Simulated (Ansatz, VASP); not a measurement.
## Two plane-wave programs on AlN

```xyz
4
Lattice="3.1067 0.0000 0.0000 -1.5533 2.6905 0.0000 0.0000 0.0000 4.9786" Properties=species:S:1:pos:R:3 pbc="T T T"
Al    0.0000    1.7937   -0.0164
Al    1.5533    0.8968    2.4729
N     0.0000    1.7937    1.8834
N     1.5533    0.8968    4.3727
```

Alike in both runs: task single point; functional r2SCAN; k mesh 6 × 6 × 4; no spin polarisation.

```csv
,VASP,Ansatz
version,VASP 6.6.1,Ansatz 0.2.0
potentials or method,"VASP PAW PBE potentials, release 64 (Al, N)",plane waves
plane-wave cutoff (eV),520,500
occupations,"gaussian, width 0.01 eV",fixed
valence electrons in the cell,16,16
```

|  | VASP | Ansatz | Ansatz less VASP |
| --- | --- | --- | --- |
| gap on the k mesh at the Fermi level (eV) | 4.92 | 4.88 | -0.041 |
| pressure (GPa) | -0.4 | 0.0 | +0.39 |

VASP's potentials were made for PBE, not for r2SCAN.
